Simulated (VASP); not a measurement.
A run of VASP 6.6.1 is set up as follows.

File INCAR:

```
ALGO     = Normal         # electronic algorithm
EDIFF    = 1E-6           # SCF threshold, eV
ENCUT    = 520            # plane-wave cutoff, eV
GGA      = PE             # functional
ISIF     = 2              # what is computed and relaxed
ISMEAR   = -1             # smearing method
LASPH    = True           # aspherical terms in the spheres
LCHARG   = True           # write CHGCAR
LELF     = True           # ELF
LREAL    = False          # projectors in reciprocal space
LVHAR    = True         
LWAVE    = False          # write WAVECAR
NBANDS   = 55             # bands
NELM     = 80             # most SCF steps
PREC     = Accurate       # precision mode
SIGMA    = 0.02           # smearing width, eV
```

File KPOINTS:

```
k-points
0
Gamma
  6 6 6
```

The input POSCAR:

```
In2O3
1.0
    2.7263656039      1.5740679153      4.8049244792
   -2.7263656039      1.5740679153      4.8049244792
    0.0000000000     -3.1481358306      4.8049244792
In O
4 6
Direct
    0.6425649565      0.6425649565      0.6425649565
    0.8574350435      0.8574350435      0.8574350435
    0.3574350435      0.3574350435      0.3574350435
    0.1425649565      0.1425649565      0.1425649565
    0.0462262828      0.7500000000      0.4537737172
    0.7500000000      0.4537737172      0.0462262828
    0.4537737172      0.0462262828      0.7500000000
    0.9537737172      0.2500000000      0.5462262828
    0.5462262828      0.9537737172      0.2500000000
    0.2500000000      0.5462262828      0.9537737172
```

Potentials or basis: VASP PAW PBE potentials, release 64 (In_d, O).

Launch:

```console
$ cat potpaw_PBE.64/In_d/POTCAR potpaw_PBE.64/O/POTCAR > POTCAR
$ mpirun -np 1 vasp_std > vasp.out
```

Question: Predict the band gap on the k mesh.

Answer: 1.42 eV, indirect (least direct gap 1.44 eV).

Question: What does it give for the pressure?

Answer: 12.8 GPa.

Stress tensor (GPa, compression positive):
```
13.46  0.00  0.00
 0.00 13.46  0.00
 0.00  0.00 11.50
```

Caveat: the cell differs from its parent crystal (strain -1.0%); spin-orbit coupling is left out, which moves the levels of the heavy elements. A k mesh can miss the band edges.
